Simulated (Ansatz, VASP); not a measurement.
# WS2: VASP beside Ansatz

INCAR

```
PREC = Accurate
ENCUT = 520
EDIFF = 1E-6
ISMEAR = 0
SIGMA = 0.05
LREAL = False
LASPH = True
NELM = 60
ALGO = Normal
ISIF = 2
LWAVE = False
LCHARG = True
GGA = PS
LELF = True
LVHAR = True
NBANDS = 20
```

File KPOINTS:

```
regular mesh
0
Gamma
  12 12 12
```

File POSCAR:

```
WS2
1.0
    1.7053204150      0.9845672007      5.6702636000
   -1.7053204150      0.9845672007      5.6702636000
    0.0000000000     -1.9691344013      5.6702636000
W S
1 2
Direct
    0.0000000000      0.0000000000      0.0000000000
    0.7503000000      0.7503000000      0.7503000000
    0.5810000000      0.5810000000      0.5810000000
```

Input for Ansatz:

```yaml
crystal:
  lattice:
    - [1.705320415, 0.9845672007, 5.6702636]
    - [-1.705320415, 0.9845672007, 5.6702636]
    - [0.0, -1.9691344013, 5.6702636]
  atoms:
    - { symbol: W, position: [0.0, 0.0, 0.0] }
    - { symbol: S, position: [0.7503, 0.7503, 0.7503] }
    - { symbol: S, position: [0.581, 0.581, 0.581] }
basis:
  ecutwfc: 420
kpoints:
  mp_grid: { grid: [12, 12, 12] }
hamiltonian:
  xc: pbesol
scf:
  occupations: { method: gaussian, width: 0.05 }
output:
  forces: true
  stress: true
  eigenvalues: true
```

Change from the starting cell: strain +0.080 along x and y, -0.080 along z, atoms carried along.

Alike in both runs: task single point; functional PBEsol; k mesh 12 × 12 × 12; occupations gaussian, width 0.05 eV; no spin polarisation.

```csv
,VASP,Ansatz
version,VASP 6.6.1,Ansatz 0.2.0
potentials or method,"VASP PAW PBE potentials, release 64 (W_sv, S), cutoff 520 eV","scalar-relativistic, plane waves, PAW"
valence electrons in the cell,26,26
```

|  | VASP | Ansatz | Ansatz less VASP |
| --- | --- | --- | --- |
| gap on the k mesh at the Fermi level (eV) | none | none | - |
| pressure (GPa) | -9.0 | -9.1 | -0.08 |
| traceless stress, the component that is largest in VASP (GPa) | 16.03 | 15.99 | -0.037 |
| rms of the force components (eV/Å) | 0.372 | 0.366 | -0.0063 |

VASP's potentials were made for PBE, not for PBEsol. Atom by atom the forces differ by 0.007 eV/Å (rms over components). A gap of «none» marks a metal or a gap that the smearing closes.

Spin-orbit coupling is off throughout.
